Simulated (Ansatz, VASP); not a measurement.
**One calculation of Be3S5, two programs**

Contents of INCAR:

```
SYSTEM = Be3S5
PREC = Accurate ; ENCUT = 600
EDIFF = 1E-7 ; ISMEAR = 0
SIGMA = 0.2 ; LREAL = .FALSE.
LASPH = .TRUE. ; NELM = 120
ALGO = Normal ; ISIF = 3
LWAVE = .FALSE. ; LCHARG = .FALSE.
GGA = PE ; IBRION = 2
NSW = 36 ; EDIFFG = -0.08
GGA_COMPAT = .FALSE. ; NELMIN = 4
```

The input KPOINTS:

```
Automatic mesh
0
G
  3 3 3
  0 0 0
```

Contents of POSCAR:

```
Be3S5
1.0
    5.1000000000      0.0000000000      0.0000000000
    0.0000000000      5.1000000000      0.0000000000
    0.0000000000      0.0000000000      5.1000000000
Be S
3 5
Direct
    0.5000000000      0.0000000000      0.5000000000
    0.0000000000      0.5000000000      0.5000000000
    0.5000000000      0.5000000000      0.0000000000
    0.0000000000      0.0000000000      0.0000000000
    0.7600000000      0.7600000000      0.2400000000
    0.7600000000      0.2400000000      0.7600000000
    0.2400000000      0.7600000000      0.7600000000
    0.2400000000      0.2400000000      0.2400000000
```

Input for Ansatz:

```yaml
crystal:
  lattice:
    - [5.1, 0.0, 0.0]
    - [0.0, 5.1, 0.0]
    - [0.0, 0.0, 5.1]
  atoms:
    - { symbol: Be, position: [0.5, 0.0, 0.5] }
    - { symbol: Be, position: [0.0, 0.5, 0.5] }
    - { symbol: Be, position: [0.5, 0.5, 0.0] }
    - { symbol: S, position: [0.0, 0.0, 0.0] }
    - { symbol: S, position: [0.76, 0.76, 0.24] }
    - { symbol: S, position: [0.76, 0.24, 0.76] }
    - { symbol: S, position: [0.24, 0.76, 0.76] }
    - { symbol: S, position: [0.24, 0.24, 0.24] }
basis:
  ecutwfc: 420
kpoints:
  mp_grid: { grid: [3, 3, 3] }
hamiltonian:
  xc: pbe
scf:
  occupations: { method: gaussian, width: 0.2 }
  lower_state_search: "off"
output:
  forces: true
  stress: true
  eigenvalues: true
relax:
  adjacent_minimum: "off"
  f_tol: 0.08
  max_steps: 16
  cell: { stress_tol: 0.8 }
```

Alike in both runs: task relaxation of cell and atoms; functional PBE; k mesh 3 × 3 × 3; occupations gaussian, width 0.2 eV; no spin polarisation.

|  | VASP | Ansatz |
| --- | --- | --- |
| version | VASP 6.6.1 | Ansatz 0.2.0 |
| potentials or method | VASP PAW PBE potentials, release 64 (Be, S), cutoff 600 eV | scalar-relativistic, plane waves, PAW |
| valence electrons in the cell | 36 | 36 |

|  | VASP | Ansatz | Ansatz less VASP |
| --- | --- | --- | --- |
| gap on the k mesh at the Fermi level, each at its own relaxed structure (eV) | none | none | - |
| relaxed volume (Å³/atom) | 16.84 | 16.72 | -0.117 |
| relaxed cell length with the largest relative difference (Å) | 5.126 | 5.114 | -0.0119 |

A gap of «none» marks a metal or a gap that the smearing closes.

The k mesh is coarse, so the values compare programs but aren't converged.
